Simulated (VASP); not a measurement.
**In3SbAs2: relaxation of shape and atoms at fixed volume with PBE**

In3SbAs2:

```xyz
6
Lattice="4.6269 0.0000 0.0000 -2.3135 4.0070 0.0000 0.0000 0.0000 11.3397" Properties=species:S:1:pos:R:3 pbc="T T T"
In    0.0000    0.0000    0.0030
In    0.0000    2.6714    7.6957
In    2.3135    1.3357    3.6331
Sb    0.0000    2.6714    4.7309
As    0.0000    0.0000    8.5736
As    2.3135    1.3357    0.8781
```

```json
{"Program": "VASP 6.6.1", "Task": "relaxation of shape and atoms at fixed volume", "Functional": "PBE", "Potentials or basis": "VASP PAW PBE potentials, release 64 (In_d, Sb, As)", "Cutoff": "600 eV", "k mesh": "12 × 12 × 4", "Occupations": "gaussian, width 0.1 eV", "Spin": "no spin polarisation", "Dipole correction": "no", "Further INCAR settings": "ALGO = Fast; EDIFF = 1e-07; IBRION = 2; EDIFFG = -0.01; NSW = 50; ISIF = 4"}
```

The energy gained by relaxing is 0.0 meV/atom. The ionic steps are 5 and the pressure after relaxing is -3.3 GPa. The largest force after relaxing is 0.007 eV/Å. The band gap on the k mesh is zero (filled and empty bands touch).

Forces on the atoms (eV/Å):
```
In   0.000  0.000  0.007
In   0.000  0.000 -0.007
In   0.000  0.000  0.000
Sb   0.000  0.000 -0.003
As   0.000  0.000 -0.002
As   0.000  0.000  0.004
```

Step by step:
```csv
step,energy change (eV),largest force (eV/Å),pressure (GPa),volume (Å³)
1,0.0000,0.0441,-3.27,210.24
2,-0.0002,0.0289,-3.27,210.24
3,-0.0002,0.0112,-3.26,210.24
4,-0.0002,0.0140,-3.26,210.24
5,-0.0003,0.0074,-3.26,210.24
```

Final structure:
```
In Sb As
1.0
     4.62762    0.00000    0.00000
    -2.31381    4.00764    0.00000
     0.00000    0.00000   11.33626
In Sb As
3 1 2
Direct
  0.00000 0.00000 0.00010
  0.33333 0.66667 0.67863
  0.66667 0.33333 0.32057
  0.33333 0.66667 0.41669
  0.00000 0.00000 0.75625
  0.66667 0.33333 0.07777
```

Levels at points of the mesh, in eV from the Fermi level:
| k point | band 25 | band 26 | band 27 | band 28 | band 29 | band 30 |
| --- | --- | --- | --- | --- | --- | --- |
| (0.00, 0.00, 0.00) | -0.77 | -0.26 | -0.01 | -0.01 | 0.11 | 0.92 |
| (0.50, 0.00, 0.00) | -1.93 | -1.45 | -1.08 | 1.32 | 1.38 | 1.51 |
| (0.00, 0.00, 0.50) | -0.67 | -0.10 | -0.10 | 0.07 | 0.23 | 1.08 |
| (0.50, 0.00, 0.50) | -1.70 | -1.00 | -0.90 | 0.25 | 1.52 | 1.82 |

Run time: 91 min on 1 thread of Oxide Virtual Turin-like Processor, on a shared host, peak memory 0.76 GiB.

Caveat: semilocal functionals underestimate gaps, and a narrow one can read as zero; spin-orbit coupling is left out, which moves the levels of the heavy elements.
